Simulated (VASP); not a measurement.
A run of VASP 6.6.1:

The input INCAR:

```
ALGO     = Normal         # electronic algorithm
EDIFF    = 1E-7           # SCF threshold, eV
EDIFFG   = -0.01          # ionic threshold
ENCUT    = 600            # plane-wave cutoff, eV
GGA      = PE             # functional
IBRION   = 2              # ionic algorithm
ISIF     = 3              # what is computed and relaxed
ISMEAR   = 0              # smearing method
LASPH    = True           # aspherical terms in the spheres
LCHARG   = False          # write CHGCAR
LREAL    = False          # projectors in reciprocal space
LWAVE    = False          # write WAVECAR
NELM     = 80             # most SCF steps
NSW      = 100            # ionic steps
PREC     = Accurate       # precision mode
SIGMA    = 0.1            # smearing width, eV
```

The input KPOINTS:

```
k-points
0
Gamma
  18 18 6
```

File POSCAR:

```
ZnSbO
1.0
    3.2695786031      0.0000000000      0.0000000000
   -1.6347893016      2.8315381300      0.0000000000
    0.0000000000      0.0000000000      7.3973798382
Zn Sb O
1 1 1
Direct
    0.0000000000      0.0000000000      0.0000000000
    0.6666666667      0.3333333333      0.5000000000
    0.3333333333      0.6666666667      0.0000000000
```

Potentials or basis: VASP PAW PBE potentials, release 64 (Zn, Sb, O).

Run with:

```bash
$ cat potpaw_PBE.64/Zn/POTCAR potpaw_PBE.64/Sb/POTCAR potpaw_PBE.64/O/POTCAR > POTCAR
$ mpirun -np 1 vasp_std > vasp.out
```

Hardware: 1 thread of Intel(R) Xeon(R) 6975P-C (Granite Rapids), with other jobs on the host.

**Question.** Estimate the wall time of this run.

**Answer.** It took 7 min on 1 thread of Intel(R) Xeon(R) 6975P-C (Granite Rapids), with other jobs on the host, peak memory 0.39 GiB. Counts: scf iterations 71, k points 148, ion steps 7.
